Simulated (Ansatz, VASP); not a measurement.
## Two plane-wave programs on ZnS

Contents of POSCAR:

```
ZnS
1.0
    2.5712570478      2.5712570478      0.0000000000
   -2.5712570478      2.5712570478      0.0000000000
    0.0000000000      2.5712570478      2.5712570478
Zn S
1 1
Direct
    0.7500000000      0.2500000000      0.5000000000
    0.0000000000      0.0000000000      0.0000000000
```

Contents of INCAR.step1:

```
SYSTEM = ZnS
ALGO = Normal
EDIFF = 1E-4
ENCUT = 520
GGA = PE
ISMEAR = 0
LASPH = .TRUE.
LCHARG = .FALSE.
LREAL = .FALSE.
LWAVE = .TRUE.
NBANDS = 16
NELM = 80
PREC = Accurate
SIGMA = 0.01
```

INCAR.step2

```
SYSTEM = ZnS
ALGO = Normal
EDIFF = 1E-7
ENCUT = 520
ISIF = 2
ISMEAR = 0
ISTART = 1
LASPH = .TRUE.
LCHARG = .FALSE.
LMIXTAU = .TRUE.
LREAL = .FALSE.
LWAVE = .FALSE.
METAGGA = R2SCAN
NBANDS = 16
NELM = 80
PREC = Accurate
SIGMA = 0.01
```

KPOINTS

```
k-points
0
G
  8 8 8
  0 0 0
```

Input for Ansatz:

```yaml
crystal:
  lattice:
    - [2.57125704775, 2.57125704775, 0.0]
    - [-2.57125704775, 2.57125704775, 0.0]
    - [0.0, 2.57125704775, 2.57125704775]
  atoms:
    - { symbol: Zn, position: [0.75, 0.25, 0.5] }
    - { symbol: S, position: [0.0, 0.0, 0.0] }
kpoints:
  mp_grid: { grid: [8, 8, 8] }
scf:
  occupations: { method: fixed }
  convergence: { dr2_threshold: 1.0e-10 }
hamiltonian:
  xc: r2scan
  pseudopotentials: { kind: paw }
output:
  forces: true
  stress: true
  eigenstates:
    kpoints:
      - [0.0, 0.0, 0.0]
      - [-0.5, -0.5, -0.5]
      - [-0.5, 0.5, 0.0]
      - [0.0, 0.0, -0.5]
      - [0.0, -0.5, -0.5]
      - [0.0, 0.5, 0.0]
      - [-0.5, 0.0, 0.0]
      - [-0.5, 0.0, -0.5]
  eigenvalues: true
```

Alike in both runs: task single point; functional r2SCAN; k mesh 8 × 8 × 8; no spin polarisation.

```csv
,VASP,Ansatz
version,VASP 6.6.1,Ansatz 0.2.0
potentials or method,"VASP PAW PBE potentials, release 64 (Zn, S)","PAW with Ansatz's default frozen-core files, scalar-relativistic"
plane-wave cutoff (eV),520,500
occupations,"gaussian, width 0.01 eV",fixed
valence electrons in the cell,18,18
```

|  | VASP | Ansatz | Ansatz less VASP |
| --- | --- | --- | --- |
| gap on the k mesh at the Fermi level (eV) | 3.35 | 3.35 | -0.006 |
| pressure (GPa) | 15.1 | 15.0 | -0.13 |

VASP's potentials were made for PBE, not for r2SCAN.
